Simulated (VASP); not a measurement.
# CaTb2F2 (P-3m1) in VASP: single point with PBE

Aim: the single point of CaTb2F2 with PBE.

All numbers are computed with VASP 6.6.1; they aren't measurements. Logs are shortened: lines on timing, memory, paths and dates and some standing lists are left out, and cuts for length are marked.

## 1. The cell of the first run

The structure is trigonal, space group P-3m1 (No. 164). Conventional cell: a = 3.814 Å, b = 3.814 Å, c = 9.630 Å, α = 90.00°, β = 90.00°, γ = 120.00°. Within 5.0 Å of Ca (site symmetry -3m) lie 6 Tb at 3.78 Å and 6 Ca at 3.81 Å and 6 F at 4.71 Å. Within 3.2 Å of Tb (site symmetry 3m) lie 4 F at 2.38 to 2.46 Å. Within 3.2 Å of F (site symmetry 3m) lie 4 Tb at 2.38 to 2.46 Å and 3 F at 2.55 Å.

## 2. Single point, PBE

The input, INCAR:

```
SYSTEM = CaTb2F2
PREC     = Accurate       ! precision mode
ENCUT    = 600            ! plane-wave cutoff, eV
EDIFF    = 1E-6           ! SCF threshold, eV
ISMEAR   = 0              ! smearing method
SIGMA    = 0.1            ! smearing width, eV
LREAL    = .False.        ! projectors in reciprocal space
LASPH    = .True.         ! aspherical terms in the spheres
NELM     = 200            ! most SCF steps
ALGO     = Normal         ! electronic algorithm
ISIF     = 2              ! what is computed and relaxed
LWAVE    = .False.        ! write WAVECAR
LCHARG   = .True.         ! write CHGCAR
GGA      = PE             ! functional
LELF     = .True.         ! ELF
LVHAR    = .True.       
NBANDS   = 29             ! bands
GGA_COMPAT= .False.      
LMAXMIX  = 6              ! l up to which the mixer works
```

The input, KPOINTS:

```
Automatic mesh
0
Gamma
  12 12 4
  0 0 0
```

The input, POSCAR:

```
CaTb2F2
1.0
    3.8136155949      0.0000000000      0.0000000000
   -1.9068077974      3.3026879854      0.0000000000
    0.0000000000      0.0000000000      9.6297748956
Ca Tb F
1 2 2
Direct
    0.0000000000      0.0000000000      0.0000000000
    0.3333333333      0.6666666667      0.3195168978
    0.6666666667      0.3333333333      0.6804831022
    0.3333333333      0.6666666667      0.5671636050
    0.6666666667      0.3333333333      0.4328363950
```

Potentials or basis: VASP PAW PBE potentials, release 64 (Ca_sv, Tb_3, F), 4f in core.

Command:

```bash
$ cat potpaw_PBE.64/Ca_sv/POTCAR potpaw_PBE.64/Tb_3/POTCAR potpaw_PBE.64/F/POTCAR > POTCAR
$ mpirun -np 1 vasp_std > vasp.out
```

OUTCAR:

```text
SYSTEM = CaTb2F2
   PREC = Accurate
   ENCUT = 600
   EDIFF = 1E-6
   ISMEAR = 0
   LREAL = .False.
   LASPH = .True.
   NELM = 200
   ISIF = 2
   GGA = PE

 ion  position               nearest neighbor table
   1  0.000  0.000  0.000-
   2  0.333  0.667  0.320-   4 2.38   5 2.46   5 2.46   5 2.46
   3  0.667  0.333  0.680-   5 2.38   4 2.46   4 2.46   4 2.46
   4  0.333  0.667  0.567-   2 2.38   3 2.46   3 2.46   3 2.46
   5  0.667  0.333  0.433-   3 2.38   2 2.46   2 2.46   2 2.46

  LATTYP: Found a hexagonal cell.
 ALAT       =     3.8136155949
 C/A-ratio  =     2.5251037122

  Lattice vectors:

 A1 = (   3.8136155949,   0.0000000000,   0.0000000000)
 A2 = (  -1.9068077974,   3.3026879854,   0.0000000000)
 A3 = (   0.0000000000,   0.0000000000,   9.6297748956)

Analysis of symmetry for initial positions (statically):
=====================================================================
 Subroutine PRICEL returns:
 Original cell was already a primitive cell.

 Routine SETGRP: Setting up the symmetry group for a
 hexagonal supercell.

 Subroutine GETGRP returns: Found 12 space group operations
 (whereof 12 operations were pure point group operations)
 out of a pool of 24 trial point group operations.

The static configuration has the point symmetry D_3d.

Analysis of symmetry for dynamics (positions and initial velocities):
=====================================================================
 Subroutine PRICEL returns:
 Original cell was already a primitive cell.

 Routine SETGRP: Setting up the symmetry group for a
 hexagonal supercell.

 Subroutine GETGRP returns: Found 12 space group operations
 (whereof 12 operations were pure point group operations)
 out of a pool of 24 trial point group operations.

The dynamic configuration has the point symmetry D_3d.

 Subroutine INISYM returns: Found 12 space group operations
 (whereof 12 operations are pure point group operations),
 and found     1 'primitive' translations

----------------------------------------------------------------------------------------

                                     Primitive cell

  volume of cell :     121.2888

  direct lattice vectors                    reciprocal lattice vectors
     3.813615595  0.000000000  0.000000000     0.262218353  0.151391837  0.000000000
    -1.906807797  3.302687985  0.000000000     0.000000000  0.302783673  0.000000000
     0.000000000  0.000000000  9.629774896     0.000000000  0.000000000  0.103844587

  length of vectors
     3.813615595  3.813615595  9.629774896     0.302783673  0.302783673  0.103844587

  position of ions in fractional coordinates (direct lattice)
     0.000000000  0.000000000  0.000000000
     0.333333333  0.666666667  0.319516898
     0.666666667  0.333333333  0.680483102
     0.333333333  0.666666667  0.567163605
     0.666666667  0.333333333  0.432836395

  ion indices of the primitive-cell ions
   primitive index   ion index
                 1           1
                 2           2
                 3           3
                 4           4
                 5           5

----------------------------------------------------------------------------------------

 KPOINTS: Automatic mesh

Automatic generation of k-mesh.
 Grid dimensions read from file:
 generate k-points for:   12   12    4

 Generating k-lattice:

  Cartesian coordinates                     Fractional coordinates (reciprocal lattice)
     0.021851529  0.012615986  0.000000000     0.083333333 -0.000000000  0.000000000
     0.000000000  0.025231973  0.000000000     0.000000000  0.083333333  0.000000000
     0.000000000  0.000000000  0.025961147     0.000000000  0.000000000  0.250000000

  Length of vectors
     0.025231973  0.025231973  0.025961147

  Shift w.r.t. Gamma in fractional coordinates (k-lattice)
     0.000000000  0.000000000  0.000000000

 Subroutine IBZKPT returns following result:
 ===========================================

 Found     69 irreducible k-points:

 Following reciprocal coordinates:
            Coordinates               Weight
  0.000000  0.000000  0.000000      1.000000
  0.083333  0.000000  0.000000      6.000000
  0.166667  0.000000  0.000000      6.000000
  0.250000 -0.000000  0.000000      6.000000
  0.333333 -0.000000  0.000000      6.000000
  0.416667  0.000000  0.000000      6.000000
[... 16 lines left out ...]
  0.166667  0.000000  0.250000      6.000000
  0.000000  0.166667  0.250000      6.000000
 [... further k-points ...]
   k-points           NKPTS =     69   k-points in BZ     NKDIM =     69   number of bands    NBANDS=     29
   number of dos      NEDOS =    301   number of ions     NIONS =      5
   total plane-waves  NPLWV =  72000
   dimension x,y,z NGX =    30 NGY =   30 NGZ =   80
   dimension x,y,z NGXF=    60 NGYF=   60 NGZF=  160
   ions per type =               1   2   2
   NGX,Y,Z   is equivalent  to a cutoff of  13.08, 13.08, 13.81 a.u.
   NGXF,Y,Z  is equivalent  to a cutoff of  26.16, 26.16, 27.62 a.u.
 SYSTEM =  CaTb2F2
   PREC   = accura    normal or accurate (medium, high low for compatibility)
   ISTART =      0    job   : 0-new  1-cont  2-samecut
   ICHARG =      2    charge: 1-file 2-atom 10-const
   ISPIN  =      1    spin polarized calculation?
   LNONCOLLINEAR =      F non collinear calculations
   LSORBIT =      F    spin-orbit coupling
   LASPH  =      T    aspherical Exc in radial PAW
   ENCUT  =  600.0 eV  44.10 Ry    6.64 a.u.   7.62  7.62 19.23*2*pi/ulx,y,z
   NELM   =    200;   NELMIN=  2; NELMDL= -5     # of ELM steps
   EDIFF  = 0.1E-05   stopping-criterion for ELM
   LREAL  =      F    real-space projection
   EDIFFG = 0.1E-04   stopping-criterion for IOM
   NSW    =      0    number of steps for IOM
   IBRION =     -1    ionic relax: 0-MD 1-quasi-New 2-CG
   NFREE  =      0    steps in history (QN), initial steepest desc. (CG)
   ISIF   =      2    stress and relaxation
   ISYM   =      2    0-nonsym 1-usesym 2-fastsym
   POTIM  = 0.5000    time-step for ionic-motion
   TEBEG  =    0.0;   TEEND  =   0.0 temperature during run
   PSTRESS=    0.0 pullay stress
   NELECT =      42.0000    total number of electrons
   NUPDOWN=      -1.0000    fix difference up-down
   EMIN   =  10.00;   EMAX   =-10.00  energy-range for DOS
   EFERMI =   0.00;   METHOD = LEGACY
   ISMEAR =     0;   SIGMA  =   0.10  broadening in eV -4-tet -1-fermi 0-gaus
   EFERMI_NEDOS =   21; number of points for ismear=-14 and -15
   IALGO  =     38    algorithm
   IMIX   =      4    mixing-type and parameters
     AMIX     =   0.40;   BMIX     =  1.00
     AMIX_MAG =   1.60;   BMIX_MAG =  1.00
  volume/ion in A,a.u.               =      24.26       163.70
  Fermi-wavevector in a.u.,A,eV,Ry     =   1.149611  2.172451 17.981546  1.321606
  Thomas-Fermi vector in A             =   2.286280
   LORBIT       =      0    0 simple, 1 ext, 2 COOP (PROOUT), +10 PAW based schemes
   GGA     = PE    functional components
   LHFCALC =     F    Hartree Fock is set to
   AEXX    =    0.0000 exact exchange contribution
   IVDW    =     0    specifies the selected vdW correction
   LEPSILON=     F    determine dielectric tensor
   LRPA    =     F    only Hartree local field effects (RPA)
 non-spin polarized calculation
 Gauss-broadening in eV      SIGMA  =   0.10
  energy-cutoff  :      600.00
  volume of cell :      121.29
 maximum number of plane-waves:      4101
   NGX = 15   NGY = 15   NGZ = 39

 number of electron      42.0000002 magnetization

 Free energy of the ion-electron system (eV)
  ---------------------------------------------------
  ext. energy  EPLUGINS =         0.00000000
  ---------------------------------------------------
  free energy    TOTEN  =       -24.25322399 eV

  energy without entropy =      -24.21432712  energy(sigma->0) =      -24.23377555

 E-fermi :   3.2498     XC(G=0):  -9.2331

 val. band max:        3.2470837482   @ k =   0.5000  -0.0000   0.0000
 cond. band min:       3.2511545019   @ k =   0.2500   0.0833   0.0000
 fundamental gap:      0.0040707537
 Fermi energy:         3.2497510405

 k-point     1 :       0.0000    0.0000    0.0000
  band No.  band energies     occupation
      1     -38.0711      2.00000
      2     -23.5480      2.00000
      3     -22.4380      2.00000
      4     -20.5005      2.00000
      5     -20.2930      2.00000
      6     -20.2930      2.00000
[... 21 lines left out ...]
     28       6.0344      0.00000
     29       6.0344      0.00000

 k-point     2 :       0.0833    0.0000    0.0000
  band No.  band energies     occupation
      1     -38.0702      2.00000
      2     -23.5392      2.00000
      3     -22.4716      2.00000
      4     -20.5015      2.00000
      5     -20.3070      2.00000
      6     -20.2987      2.00000
[... 21 lines left out ...]
     28       5.9715      0.00000
     29       6.1033      0.00000

 k-point     3 :       0.1667    0.0000    0.0000
  band No.  band energies     occupation
      1     -38.0678      2.00000
      2     -23.5135      2.00000
      3     -22.5639      2.00000
      4     -20.4999      2.00000
      5     -20.3808      2.00000
      6     -20.3140      2.00000
[... 21 lines left out ...]
     28       5.8922      0.00000
     29       6.2325      0.00000

 k-point     4 :       0.2500   -0.0000    0.0000
  band No.  band energies     occupation
      1     -38.0645      2.00000
      2     -23.4718      2.00000
      3     -22.6935      2.00000
      4     -20.4940      2.00000
      5     -20.4536      2.00000
      6     -20.3347      2.00000
[... 21 lines left out ...]
     28       5.8536      0.00000
     29       6.0471      0.00000

 k-point     5 :       0.3333   -0.0000    0.0000
  band No.  band energies     occupation
      1     -38.0613      2.00000
      2     -23.4168      2.00000
      3     -22.8335      2.00000
      4     -20.5058      2.00000
      5     -20.4906      2.00000
      6     -20.3551      2.00000
[... 21 lines left out ...]
     28       5.9712      0.00000
     29       6.3277      0.00000
[... 510 lines left out ...]
     28       5.8624      0.00000
     29       5.9859      0.00000

 k-point    22 :       0.0000    0.0833    0.2500
  band No.  band energies     occupation
      1     -38.0702      2.00000
      2     -23.5393      2.00000
      3     -22.4716      2.00000
      4     -20.4991      2.00000
      5     -20.3075      2.00000
      6     -20.2987      2.00000
[... 21 lines left out ...]
     28       5.8291      0.00000
     29       6.0306      0.00000

 k-point    23 :       0.1667    0.0000    0.2500
  band No.  band energies     occupation
      1     -38.0678      2.00000
      2     -23.5135      2.00000
      3     -22.5639      2.00000
      4     -20.4981      2.00000
      5     -20.3816      2.00000
      6     -20.3141      2.00000
[... 21 lines left out ...]
     28       5.7567      0.00000
     29       6.1892      0.00000

 k-point    24 :       0.0000    0.1667    0.2500
  band No.  band energies     occupation
      1     -38.0678      2.00000
      2     -23.5135      2.00000
      3     -22.5639      2.00000
      4     -20.4983      2.00000
      5     -20.3823      2.00000
      6     -20.3139      2.00000
[... 21 lines left out ...]
     28       5.8104      0.00000
     29       6.2289      0.00000

 [... further k-points ...]
[... 5 lines left out ...]
  --------------------------------------------------------------------------------------
  -------------------------------------------------------------------------------------
  Total       -0.0056589     -0.0056589      0.0991686     -0.0000000      0.0000000      0.0000000
  in kB       -0.0747516     -0.0747516      1.3099782     -0.0000000      0.0000000      0.0000000
  external PRESSURE =       0.3868250 kB  Pullay stress =       0.0000000 kB

 VOLUME and BASIS-vectors are now :
 -----------------------------------------------------------------------------
  energy-cutoff  :      600.00
  volume of cell :      121.29
      direct lattice vectors                 reciprocal lattice vectors
     3.813615595  0.000000000  0.000000000     0.262218353  0.151391837  0.000000000
    -1.906807797  3.302687985  0.000000000     0.000000000  0.302783673  0.000000000
     0.000000000  0.000000000  9.629774896     0.000000000  0.000000000  0.103844587

 POSITION                                       TOTAL-FORCE (eV/Angst)
 -----------------------------------------------------------------------------------
      0.00000      0.00000      0.00000         0.000000      0.000000      0.000000
     -0.00000      2.20179      3.07688        -0.000000      0.000000     -0.031731
      1.90681      1.10090      6.55290         0.000000      0.000000      0.031731
     -0.00000      2.20179      5.46166         0.000000     -0.000000      0.018752
      1.90681      1.10090      4.16812        -0.000000      0.000000     -0.018752
 -----------------------------------------------------------------------------------
    total drift:                               -0.000000      0.000000      0.000000

  FREE ENERGIE OF THE ION-ELECTRON SYSTEM (eV)
  ---------------------------------------------------
  free  energy   TOTEN  =       -24.2532239882 eV

  energy  without entropy=      -24.2143271151  energy(sigma->0) =      -24.23377555
```

Run time: 2.4 min. Hardware: 1 thread of Intel Xeon 6975P-C (Granite Rapids), shared host; peak memory 0.45 GiB.

What came out:

```
Free energy            : -24.2532 eV
Pressure               : 0.0 GPa
Largest force          : 0.032 eV/Å
Band gap on the k mesh : zero (bands 21 and 22 overlap by 0.25 eV)
```

Forces on the atoms (eV/Å):
```
Ca   0.000  0.000  0.000
Tb   0.000  0.000 -0.032
Tb   0.000  0.000  0.032
F    0.000  0.000  0.019
F    0.000  0.000 -0.019
```

Stress tensor (GPa, compression positive):
```
-0.01  0.00  0.00
 0.00 -0.01  0.00
 0.00  0.00  0.13
```

Levels at points of the mesh, in eV from the Fermi level:
```
           k point  band 17  band 18  band 19  band 20  band 21  band 22  band 23  band 24  band 25  band 26
(0.00, 0.00, 0.00)    -7.19    -7.19    -3.56    -1.66    -0.94     0.88     1.84     1.84     2.18     2.18
(0.50, 0.00, 0.00)    -7.05    -6.76    -0.94    -0.50    -0.36     0.00     0.30     1.17     1.84     2.33
(0.00, 0.00, 0.50)    -7.19    -7.19    -3.24    -2.35    -0.62     1.07     1.94     1.94     2.05     2.05
(0.50, 0.00, 0.50)    -7.05    -6.76    -0.91    -0.39    -0.38    -0.15     0.50     0.80     2.11     2.43
```

Caveat: spin-orbit coupling is left out, which moves the levels of the heavy elements; the 4f electrons are frozen in the core, so they carry no moment and show no levels; the run has no spin polarisation, though such a crystal can be magnetic. Spin polarisation is off, so any magnetic state and its effect on volume and gap are missing.
